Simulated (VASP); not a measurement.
# Ru (P6_3/mmc) in VASP: further runs

Ru is run at these levels: PBEsol; tasks: single point.

All numbers are computed with VASP 6.6.1; they aren't measurements. Logs are shortened: lines on timing, memory, paths and dates and some standing lists are left out, and cuts for length are marked.

## 1. The cell of the first run

It takes space group P6_3/mmc (No. 194, hexagonal). Conventional cell: a = 2.609 Å, b = 2.609 Å, c = 4.322 Å, α = 90.00°, β = 90.00°, γ = 120.00°. Within 3.4 Å of Ru (site symmetry -6m2) lie 12 Ru at 2.61 to 2.63 Å.

## 2. Single point, PBEsol (biaxial strain in the a-b plane: -3.0 %, then relaxed in part)

Contents of INCAR:

```
SYSTEM = Ru
PREC     = Accurate       ! precision mode
ENCUT    = 520            ! plane-wave cutoff, eV
EDIFF    = 1E-6           ! SCF threshold, eV
ISMEAR   = 0              ! smearing method
SIGMA    = 0.1            ! smearing width, eV
LREAL    = .FALSE.        ! projectors in reciprocal space
LASPH    = .TRUE.         ! aspherical terms in the spheres
NELM     = 60             ! most SCF steps
ALGO     = Fast           ! electronic algorithm
ISIF     = 2              ! what is computed and relaxed
LWAVE    = .FALSE.        ! write WAVECAR
LCHARG   = .FALSE.        ! write CHGCAR
GGA      = PS             ! functional
NBANDS   = 21             ! bands
```

Contents of KPOINTS:

```
regular mesh
0
G
  24 24 12
  0 0 0
```

Contents of POSCAR:

```
Ru
1.0
    2.6087967654      0.0000000000      0.0000000000
   -1.3043983827      2.2592842721      0.0000000000
    0.0000000000      0.0000000000      4.3215939284
Ru
2
Direct
    0.3333333333      0.6666666667      0.2500000000
    0.6666666667      0.3333333333      0.7500000000
```

Potentials or basis: VASP PAW PBE potentials, release 64 (Ru_pv).

Started as:

```bash
$ cat potpaw_PBE.64/Ru_pv/POTCAR > POTCAR
$ mpirun -np 1 vasp_std > vasp.out
```

OUTCAR:

```text
SYSTEM = Ru
   PREC = Accurate
   ENCUT = 520
   EDIFF = 1E-6
   ISMEAR = 0
   LREAL = .FALSE.
   LASPH = .TRUE.
   NELM = 60
   ISIF = 2
   GGA = PS

 ion  position               nearest neighbor table
   1  0.333  0.667  0.250-   2 2.63   2 2.63   2 2.63   2 2.63   2 2.63   2 2.63
   2  0.667  0.333  0.750-   1 2.63   1 2.63   1 2.63   1 2.63   1 2.63   1 2.63

  LATTYP: Found a hexagonal cell.
 ALAT       =     2.6087967654
 C/A-ratio  =     1.6565467980

  Lattice vectors:

 A1 = (   2.6087967654,   0.0000000000,   0.0000000000)
 A2 = (  -1.3043983827,   2.2592842721,   0.0000000000)
 A3 = (   0.0000000000,   0.0000000000,   4.3215939284)

Analysis of symmetry for initial positions (statically):
=====================================================================
 Subroutine PRICEL returns:
 Original cell was already a primitive cell.

 Routine SETGRP: Setting up the symmetry group for a
 hexagonal supercell.

 Subroutine GETGRP returns: Found 24 space group operations
 (whereof 12 operations were pure point group operations)
 out of a pool of 24 trial point group operations.

The static configuration has the point symmetry D_3d.
 The point group associated with its full space group is D_6h.

Analysis of symmetry for dynamics (positions and initial velocities):
=====================================================================
 Subroutine PRICEL returns:
 Original cell was already a primitive cell.

 Routine SETGRP: Setting up the symmetry group for a
 hexagonal supercell.

 Subroutine GETGRP returns: Found 24 space group operations
 (whereof 12 operations were pure point group operations)
 out of a pool of 24 trial point group operations.

The dynamic configuration has the point symmetry D_3d.
 The point group associated with its full space group is D_6h.

 Subroutine INISYM returns: Found 24 space group operations
 (whereof 12 operations are pure point group operations),
 and found     1 'primitive' translations

----------------------------------------------------------------------------------------

                                     Primitive cell

  volume of cell :      25.4715

  direct lattice vectors                    reciprocal lattice vectors
     2.608796765  0.000000000  0.000000000     0.383318476  0.221309025  0.000000000
    -1.304398383  2.259284272  0.000000000     0.000000000  0.442618050  0.000000000
     0.000000000  0.000000000  4.321593928     0.000000000  0.000000000  0.231396104

  length of vectors
     2.608796765  2.608796765  4.321593928     0.442618050  0.442618050  0.231396104

  position of ions in fractional coordinates (direct lattice)
     0.333333333  0.666666667  0.250000000
     0.666666667  0.333333333  0.750000000

  ion indices of the primitive-cell ions
   primitive index   ion index
                 1           1
                 2           2

----------------------------------------------------------------------------------------

 KPOINTS: regular mesh

Automatic generation of k-mesh.
 Grid dimensions read from file:
 generate k-points for:   24   24   12

 Generating k-lattice:

  Cartesian coordinates                     Fractional coordinates (reciprocal lattice)
     0.015971603  0.009221209  0.000000000     0.041666667  0.000000000  0.000000000
     0.000000000  0.018442419  0.000000000     0.000000000  0.041666667  0.000000000
     0.000000000  0.000000000  0.019283009     0.000000000  0.000000000  0.083333333

  Length of vectors
     0.018442419  0.018442419  0.019283009

  Shift w.r.t. Gamma in fractional coordinates (k-lattice)
     0.000000000  0.000000000  0.000000000

 Subroutine IBZKPT returns following result:
 ===========================================

 Found    427 irreducible k-points:

 Following reciprocal coordinates:
            Coordinates               Weight
  0.000000  0.000000  0.000000      1.000000
  0.041667  0.000000  0.000000      6.000000
  0.083333 -0.000000  0.000000      6.000000
  0.125000  0.000000  0.000000      6.000000
  0.166667 -0.000000  0.000000      6.000000
  0.208333  0.000000  0.000000      6.000000
[... 16 lines left out ...]
  0.416667  0.041667  0.000000     12.000000
  0.458333  0.041667  0.000000     12.000000
 [... further k-points ...]
   k-points           NKPTS =    427   k-points in BZ     NKDIM =    427   number of bands    NBANDS=     21
   number of dos      NEDOS =    301   number of ions     NIONS =      2
   total plane-waves  NPLWV =  12800
   dimension x,y,z NGX =    20 NGY =   20 NGZ =   32
   dimension x,y,z NGXF=    40 NGYF=   40 NGZF=   64
   ions per type =               2
   NGX,Y,Z   is equivalent  to a cutoff of  12.75, 12.75, 12.31 a.u.
   NGXF,Y,Z  is equivalent  to a cutoff of  25.49, 25.49, 24.62 a.u.
 SYSTEM =  Ru
   PREC   = accura    normal or accurate (medium, high low for compatibility)
   ISTART =      0    job   : 0-new  1-cont  2-samecut
   ICHARG =      2    charge: 1-file 2-atom 10-const
[... 40 lines left out ...]
  energy-cutoff  :      520.00
  volume of cell :       25.47
 maximum number of plane-waves:       705
 NGX is ok and might be reduce to    20
   NGX =  9   NGY =  9   NGZ = 17

 number of electron      28.0000005 magnetization

 Free energy of the ion-electron system (eV)
  ---------------------------------------------------
  ext. energy  EPLUGINS =         0.00000000
  ---------------------------------------------------
  free energy    TOTEN  =       -20.21822004 eV

  energy without entropy =      -20.21097626  energy(sigma->0) =      -20.21459815

 E-fermi :  13.9175     XC(G=0): -14.6808

 val. band max:       13.9105764639   @ k =   0.2917   0.2500   0.2500
 cond. band min:      13.9182159924   @ k =   0.3750  -0.0000   0.4167
 fundamental gap:      0.0076395285
 Fermi energy:        13.9175134252

 k-point     1 :       0.0000    0.0000    0.0000
  band No.  band energies     occupation
      1     -29.8808      2.00000
      2     -28.7295      2.00000
      3     -28.7295      2.00000
      4     -28.5981      2.00000
      5     -28.5667      2.00000
      6     -28.5667      2.00000
[... 13 lines left out ...]
     20      24.1221      0.00000
     21      24.3928      0.00000

 k-point     2 :       0.0417    0.0000    0.0000
  band No.  band energies     occupation
      1     -29.8735      2.00000
      2     -28.7481      2.00000
      3     -28.7352      2.00000
      4     -28.6005      2.00000
      5     -28.5859      2.00000
      6     -28.5696      2.00000
[... 13 lines left out ...]
     20      24.1221      0.00000
     21      24.3828      0.00000

 k-point     3 :       0.0833   -0.0000    0.0000
  band No.  band energies     occupation
      1     -29.8518      2.00000
      2     -28.8026      2.00000
      3     -28.7518      2.00000
      4     -28.6418      2.00000
      5     -28.6078      2.00000
      6     -28.5782      2.00000
[... 13 lines left out ...]
     20      24.1221      0.00000
     21      24.3520      0.00000

 k-point     4 :       0.1250    0.0000    0.0000
  band No.  band energies     occupation
      1     -29.8166      2.00000
      2     -28.8893      2.00000
      3     -28.7779      2.00000
      4     -28.7297      2.00000
      5     -28.6201      2.00000
      6     -28.5923      2.00000
[... 13 lines left out ...]
     20      24.1220      0.00000
     21      24.3011      0.00000

 k-point     5 :       0.1667   -0.0000    0.0000
  band No.  band energies     occupation
      1     -29.7690      2.00000
      2     -29.0018      2.00000
      3     -28.8423      2.00000
      4     -28.8111      2.00000
      5     -28.6377      2.00000
      6     -28.6111      2.00000
[... 13 lines left out ...]
     20      24.1220      0.00000
     21      24.2407      0.00000
[... 382 lines left out ...]
     20      24.1217      0.00000
     21      25.9205      0.00000

 k-point    22 :       0.3750    0.0417    0.0000
  band No.  band energies     occupation
      1     -29.6904      2.00000
      2     -29.5009      2.00000
      3     -29.3898      2.00000
      4     -29.0163      2.00000
      5     -28.8266      2.00000
      6     -28.7477      2.00000
[... 13 lines left out ...]
     20      24.9414      0.00000
     21      25.2907      0.00000

 k-point    23 :       0.4167    0.0417    0.0000
  band No.  band energies     occupation
      1     -29.7582      2.00000
      2     -29.5622      2.00000
      3     -29.3336      2.00000
      4     -29.0363      2.00000
      5     -28.8637      2.00000
      6     -28.7611      2.00000
[... 13 lines left out ...]
     20      25.3404      0.00000
     21      25.6062      0.00000

 k-point    24 :       0.4583    0.0417    0.0000
  band No.  band energies     occupation
      1     -29.7932      2.00000
      2     -29.5938      2.00000
      3     -29.3004      2.00000
      4     -29.0466      2.00000
      5     -28.8870      2.00000
      6     -28.7680      2.00000
[... 13 lines left out ...]
     20      25.9893      0.00000
     21      27.6039      0.00000

 [... further k-points ...]

------------------------ aborting loop because EDIFF is reached ----------------------------------------

  FORCE on cell =-STRESS in cart. coord.  units (eV):
  Direction    XX          YY          ZZ          XY          YZ          ZX
  --------------------------------------------------------------------------------------
  -------------------------------------------------------------------------------------
  Total        4.1986945      4.1986945      0.0079474     -0.0000000      0.0000000     -0.0000000
  in kB      264.1008353    264.1008353      0.4998976     -0.0000000      0.0000000     -0.0000000
  external PRESSURE =     176.2338561 kB  Pullay stress =       0.0000000 kB

 VOLUME and BASIS-vectors are now :
 -----------------------------------------------------------------------------
  energy-cutoff  :      520.00
  volume of cell :       25.47
      direct lattice vectors                 reciprocal lattice vectors
     2.608796765  0.000000000  0.000000000     0.383318476  0.221309025  0.000000000
    -1.304398383  2.259284272  0.000000000     0.000000000  0.442618050  0.000000000
     0.000000000  0.000000000  4.321593928     0.000000000  0.000000000  0.231396104

 POSITION                                       TOTAL-FORCE (eV/Angst)
 -----------------------------------------------------------------------------------
     -0.00000      1.50619      1.08040        -0.000000      0.000000      0.000000
      1.30440      0.75309      3.24120         0.000000      0.000000      0.000000
 -----------------------------------------------------------------------------------
    total drift:                               -0.000000      0.000000     -0.000000

  FREE ENERGIE OF THE ION-ELECTRON SYSTEM (eV)
  ---------------------------------------------------
  free  energy   TOTEN  =       -20.2182200359 eV

  energy  without entropy=      -20.2109762623  energy(sigma->0) =      -20.21459815
```

It took 1.9 min on 1 thread of Intel Xeon Platinum 8488C (Sapphire Rapids), shared host; peak memory 0.28 GiB.

What came out:

| Property | Result |
| --- | --- |
| Free energy | -20.2182 eV |
| Pressure | 17.6 GPa |
| Band gap on the k mesh | zero (band 14 reaches 15.82 eV, above the bottom of band 15 at 12.36 eV) |

Stress tensor (GPa, compression positive):
```
26.41  0.00  0.00
 0.00 26.41  0.00
 0.00  0.00  0.05
```

Levels at points of the mesh, in eV from the Fermi level:
```tsv
k point	band 12	band 13	band 14	band 15	band 16	band 17
(0.00, 0.00, 0.00)	-2.20	-2.20	-1.15	-1.15	0.77	1.32
(0.50, 0.00, 0.00)	-1.91	-1.77	1.91	1.93	2.27	4.52
(0.00, 0.00, 0.50)	-2.91	-2.91	-2.91	0.60	0.60	0.60
(0.50, 0.00, 0.50)	-1.00	0.48	0.48	2.12	2.12	3.66
```

Caveat: the cell differs from its parent crystal (biaxial strain in the a-b plane: -3.0 %, then relaxed in part); the PAW data sets were made with another functional, which shifts forces and pressure a little.

## 3. Single point, PBEsol (biaxial strain in the a-b plane: -3.0 %)

Contents of INCAR:

```
SYSTEM = Ru
  ALGO = Fast
  EDIFF = 1E-6
  ENCUT = 520
  GGA = PS
  ISIF = 2
  ISMEAR = 0
  LASPH = .TRUE.
  LCHARG = .FALSE.
  LREAL = .FALSE.
  LWAVE = .FALSE.
  NBANDS = 21
  NELM = 100
  PREC = Accurate
  SIGMA = 0.1
```

Contents of KPOINTS:

```
k-points
0
G
  24 24 12
  0 0 0
```

Changes to POSCAR since step 2:

```diff
@@ -4,3 +4,3 @@
    -1.3043983827      2.2592842721      0.0000000000
-    0.0000000000      0.0000000000      4.3215939284
+    0.0000000000      0.0000000000      4.3284780235
 Ru
```

Potentials or basis: VASP PAW PBE potentials, release 64 (Ru_pv).

Started as:

```bash
$ cat potpaw_PBE.64/Ru_pv/POTCAR > POTCAR
$ mpirun -np 1 vasp_std > vasp.out
```

It took 1.8 min on 1 thread of Intel Xeon Platinum 8488C (Sapphire Rapids), shared host; peak memory 0.28 GiB.

It converged, with:

| Property | Result |
| --- | --- |
| Free energy | -20.2182 eV |
| Pressure | 17.0 GPa |
| Band gap on the k mesh | zero (band 14 reaches 15.80 eV, above the bottom of band 15 at 12.34 eV) |

Stress tensor (GPa, compression positive):
```
26.04  0.00  0.00
 0.00 26.04  0.00
 0.00  0.00 -1.14
```

Levels at points of the mesh, in eV from the Fermi level:
```csv
k point,band 11,band 12,band 13,band 14,band 15,band 16,band 17,band 18
"(0.00, 0.00, 0.00)",-2.83,-2.19,-2.19,-1.14,-1.14,0.75,1.32,1.32
"(0.50, 0.00, 0.00)",-2.59,-1.92,-1.76,1.91,1.92,2.27,4.52,6.69
"(0.00, 0.00, 0.50)",-2.90,-2.90,-2.90,-2.90,0.60,0.60,0.60,0.60
"(0.50, 0.00, 0.50)",-0.99,-0.99,0.48,0.48,2.12,2.12,3.65,3.65
```

Caveat: the cell differs from its parent crystal (biaxial strain in the a-b plane: -3.0 %); the PAW data sets were made with another functional, which shifts forces and pressure a little.

## 4. Single point, PBEsol (biaxial strain in the a-b plane: -2.0 %, then relaxed in part)

Contents of INCAR:

```
  PREC = Accurate
  ENCUT = 520
  EDIFF = 1E-7
  ISMEAR = 0
  SIGMA = 0.1
  LREAL = F
  LASPH = T
  NELM = 60
  ALGO = Fast
  ISIF = 2
  LWAVE = F
  LCHARG = F
  GGA = PS
  NBANDS = 21
```

Contents of KPOINTS:

```
Automatic mesh
0
Gamma
  24 24 12
```

Contents of POSCAR:

```
Ru
1.0
    2.6356915774      0.0000000000      0.0000000000
   -1.3178457887      2.2825758626      0.0000000000
    0.0000000000      0.0000000000      4.2966168431
Ru
2
Direct
    0.3333333333      0.6666666667      0.2500000000
    0.6666666667      0.3333333333      0.7500000000
```

Started as:

```bash
$ cat potpaw_PBE.64/Ru_pv/POTCAR > POTCAR
$ mpirun -np 1 vasp_std > vasp.out
```

Run time: 2.1 min. Hardware: 1 thread of Intel Xeon Platinum 8488C (Sapphire Rapids), shared host; peak memory 0.28 GiB.

The run converged. Its results:

```yaml
Free_energy: -20.2891 eV
Pressure: 11.2 GPa
Band_gap_on_the_k_mesh: zero (band 14 reaches 15.39 eV, above the bottom of band 15 at 11.99 eV)
```

Stress tensor (GPa, compression positive):
```
16.78  0.00  0.00
 0.00 16.78  0.00
 0.00  0.00  0.01
```

Levels at points of the mesh, in eV from the Fermi level:
```csv
k point,band 12,band 13,band 14,band 15,band 16,band 17
"(0.00, 0.00, 0.00)",-2.13,-2.13,-1.27,-1.27,0.93,1.28
"(0.50, 0.00, 0.00)",-1.82,-1.81,1.75,1.95,2.13,4.39
"(0.00, 0.00, 0.50)",-2.90,-2.90,-2.90,0.58,0.58,0.58
"(0.50, 0.00, 0.50)",-1.04,0.46,0.46,1.98,1.98,3.58
```

Caveat: the cell differs from its parent crystal (biaxial strain in the a-b plane: -2.0 %, then relaxed in part); the PAW data sets were made with another functional, which shifts forces and pressure a little.

## 5. Single point, PBEsol (biaxial strain in the a-b plane: -2.0 %)

Contents of INCAR:

```
PREC = Accurate
ENCUT = 520
EDIFF = 1E-6
ISMEAR = 0
SIGMA = 0.1
LREAL = F
LASPH = T
NELM = 60
ALGO = Fast
ISIF = 2
LWAVE = F
LCHARG = F
GGA = PS
NBANDS = 21
```

Contents of KPOINTS:

```
regular mesh
0
Gamma
  24 24 12
```

Changes to POSCAR since step 4:

```diff
@@ -4,3 +4,3 @@
    -1.3178457887      2.2825758626      0.0000000000
-    0.0000000000      0.0000000000      4.2966168431
+    0.0000000000      0.0000000000      4.3029663652
 Ru
```

Started as:

```bash
$ cat potpaw_PBE.64/Ru_pv/POTCAR > POTCAR
$ mpirun -np 1 vasp_std > vasp.out
```

It took 2 min on 1 thread of Intel Xeon Platinum 8488C (Sapphire Rapids), shared host; peak memory 0.28 GiB.

Results (log left out):

```
Free energy            : -20.2890 eV
Pressure               : 10.6 GPa
Band gap on the k mesh : zero (band 14 reaches 15.36 eV, above the bottom of band 15 at 11.98 eV)
```

Stress tensor (GPa, compression positive):
```
16.42  0.00  0.00
 0.00 16.42  0.00
 0.00  0.00 -1.08
```

Levels at points of the mesh, in eV from the Fermi level:
```
           k point  band 10  band 11  band 12  band 13  band 14  band 15  band 16  band 17  band 18  band 19
(0.00, 0.00, 0.00)    -2.79    -2.79    -2.13    -2.13    -1.25    -1.25     0.91     1.28     1.28    10.16
(0.50, 0.00, 0.00)    -3.03    -2.44    -1.81    -1.81     1.75     1.94     2.14     4.39     6.53    11.47
(0.00, 0.00, 0.50)    -3.09    -2.89    -2.89    -2.89    -2.89     0.57     0.57     0.57     0.57    10.21
(0.50, 0.00, 0.50)    -5.01    -1.04    -1.04     0.46     0.46     1.98     1.98     3.57     3.57    10.20
```

Caveat: the cell differs from its parent crystal (biaxial strain in the a-b plane: -2.0 %); the PAW data sets were made with another functional, which shifts forces and pressure a little.

## 6. Overview

```tsv
cell	further INCAR settings	gap on the mesh (eV)	pressure (GPa)
a = 2.609, b = 2.609, c = 4.322 Å, angles 90.0, 90.0, 120.0°, 2 atoms	ALGO = Fast; EDIFF = 1e-06; NBANDS = 21	none	17.6
a = 2.609, b = 2.609, c = 4.328 Å, angles 90.0, 90.0, 120.0°, 2 atoms	ALGO = Fast; EDIFF = 1e-06; NBANDS = 21	none	17.0
a = 2.636, b = 2.636, c = 4.297 Å, angles 90.0, 90.0, 120.0°, 2 atoms	ALGO = Fast; EDIFF = 1e-07; NBANDS = 21	none	11.2
a = 2.636, b = 2.636, c = 4.303 Å, angles 90.0, 90.0, 120.0°, 2 atoms	ALGO = Fast; EDIFF = 1e-06; NBANDS = 21	none	10.6
```

Alike in all rows: task single point; level PBEsol; potentials or basis VASP PAW PBE potentials, release 64 (Ru_pv); no spin polarisation; k mesh 24 × 24 × 12; cutoff (eV) 520; smearing gaussian 0.1 eV.

Caveats: the PAW data sets were made with another functional, which shifts forces and pressure a little.

Total energies depend on the potentials used, so only differences within one code and one set of settings carry meaning.
